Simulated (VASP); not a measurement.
# CsNiSn: relaxation of cell and atoms with PBE

CsNiSn:

```
Cs Ni Sn
1.0
     4.35808    0.00000    0.00000
    -2.17904    3.77421    0.00000
     0.00000    0.00000    4.44856
Cs Ni Sn
1 1 1
Direct
  0.66667 0.33333 0.50000
  0.00000 0.00000 0.00000
  0.33333 0.66667 0.00000
```

| Property | Result |
| --- | --- |
| Program | VASP 6.6.1 |
| Task | relaxation of cell and atoms |
| Functional | PBE |
| Potentials or basis | VASP PAW PBE potentials, release 64 (Cs_sv, Ni, Sn_d) |
| Cutoff | 600 eV |
| k mesh | 6 × 6 × 4 |
| Occupations | gaussian, width 0.1 eV |
| Spin | collinear spin, ferromagnetic start |
| Starting moments | [0.0, 2.0, 0.0] μB |
| Dipole correction | no |
| Further INCAR settings | ALGO = Normal; EDIFF = 1e-07; IBRION = 2; EDIFFG = -0.04; NSW = 90; ISIF = 3 |

| Quantity | Value |
| --- | --- |
| Relaxed volume | 34.02 Å³/atom |
| Relaxed cell | a = 4.379 Å, b = 4.379 Å, c = 6.146 Å, α = 90.00°, β = 90.00°, γ = 120.00° |
| Space group after relaxing (to 0.05 Å) | P-6m2 (No. 187) |
| Energy gained by relaxing | 450.7 meV/atom |
| Ionic steps | 7 |
| Pressure after relaxing | 0.0 GPa |
| Net moment | 0.00 μB per cell |
| Valence electrons inside the program's atomic spheres | Cs 6.57; Ni 9.15; Sn 12.31 |

Step by step:
```tsv
step	energy change (eV)	largest force (eV/Å)	pressure (GPa)	volume (Å³)
1	0.0000	0.0000	13.19	73.17
2	-0.8271	0.0000	-0.46	96.50
3	-0.8275	0.0000	-0.90	98.08
4	-1.0732	0.0000	-0.99	99.78
5	-1.3296	0.0000	0.60	102.26
6	-1.3507	0.0000	-0.09	101.98
7	-1.3521	0.0000	0.03	102.06
```

Final structure:
```
Cs Ni Sn
1.0
     4.37893    0.00000    0.00000
    -2.18946    3.79226    0.00000
     0.00000    0.00000    6.14576
Cs Ni Sn
1 1 1
Direct
  0.66667 0.33333 0.50000
  0.00000 0.00000 0.00000
  0.33333 0.66667 0.00000
```

Levels at points of the mesh, in eV from the Fermi level:
Spin up:
| k point | band 12 | band 13 | band 14 | band 15 | band 16 | band 17 | band 18 | band 19 | band 20 | band 21 |
| --- | --- | --- | --- | --- | --- | --- | --- | --- | --- | --- |
| (0.00, 0.00, 0.00) | -1.86 | -1.07 | -0.93 | -0.93 | -0.40 | 1.28 | 2.52 | 2.52 | 3.97 | 4.97 |
| (0.50, 0.00, 0.00) | -1.56 | -1.35 | -1.04 | -0.97 | -0.88 | 0.25 | 0.80 | 1.92 | 3.32 | 4.30 |
| (0.00, 0.00, 0.50) | -1.88 | -1.88 | -0.94 | -0.94 | -0.83 | 2.52 | 2.91 | 2.91 | 4.10 | 4.54 |
| (0.50, 0.00, 0.50) | -1.54 | -1.36 | -1.05 | -0.94 | -0.88 | 0.50 | 0.63 | 1.57 | 4.16 | 4.20 |
Spin down:
```
           k point  band 12  band 13  band 14  band 15  band 16  band 17  band 18  band 19  band 20  band 21
(0.00, 0.00, 0.00)    -1.86    -1.07    -0.93    -0.93    -0.40     1.28     2.52     2.52     3.97     4.97
(0.50, 0.00, 0.00)    -1.56    -1.35    -1.04    -0.97    -0.88     0.25     0.80     1.92     3.32     4.30
(0.00, 0.00, 0.50)    -1.88    -1.88    -0.94    -0.94    -0.83     2.52     2.91     2.91     4.10     4.54
(0.50, 0.00, 0.50)    -1.54    -1.36    -1.05    -0.94    -0.88     0.50     0.63     1.57     4.16     4.20
```

Run time: 7.8 min on 1 thread of Intel(R) Xeon(R) Platinum 8259CL CPU @ 2.50GHz (Skylake/Cascade Lake), with other jobs on the host, peak memory 0.29 GiB.

Caveat: the starting moments collapsed, and a magnetic state may lie lower; the volume moved by over 15 % at a fixed basis, so the end points are rough; spin-orbit coupling is left out, which moves the levels of the heavy elements.
